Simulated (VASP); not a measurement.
In: single point with LDA

In:

```
In
1.0
    -1.69471    1.69471    2.29737
     1.69471   -1.69471    2.29737
     1.69471    1.69471   -2.29737
In
1
Direct
  0.00000 0.00000 0.00000
```

```
Program             : VASP 6.6.1
Task                : single point
Functional          : LDA
Potentials or basis : VASP PAW LDA potentials, release 64 (In_d)
Cutoff              : 520 eV
k mesh              : 8 × 8 × 8
Occupations         : gaussian, width 0.1 eV
Spin                : no spin polarisation
```

* Pressure: -2.8 GPa

Stress tensor (GPa, compression positive):
```
-1.84  0.00  0.00
 0.00 -1.84  0.00
 0.00  0.00 -4.73
```

Levels at points of the mesh, in eV from the Fermi level:
| k point | band 3 | band 4 | band 5 | band 6 | band 7 | band 8 | band 9 | band 10 |
| --- | --- | --- | --- | --- | --- | --- | --- | --- |
| (0.00, 0.00, 0.00) | -14.56 | -14.46 | -14.41 | -9.57 | 10.24 | 10.36 | 10.36 | 11.57 |
| (0.50, 0.00, 0.00) | -14.57 | -14.29 | -14.27 | -4.43 | -3.38 | 7.79 | 8.48 | 11.00 |
| (0.50, 0.50, 0.00) | -14.29 | -14.26 | -14.22 | -2.48 | -2.38 | 3.99 | 4.23 | 7.58 |
| (0.50, 0.50, 0.50) | -14.29 | -14.23 | -14.23 | -1.95 | -1.76 | 3.53 | 3.53 | 6.90 |

It took 6.7 s on 1 thread of Intel(R) Xeon(R) 6975P-C (Granite Rapids), on a shared host, peak memory 0.14 GiB.

Caveat: spin-orbit coupling is left out, which moves the levels of the heavy elements.
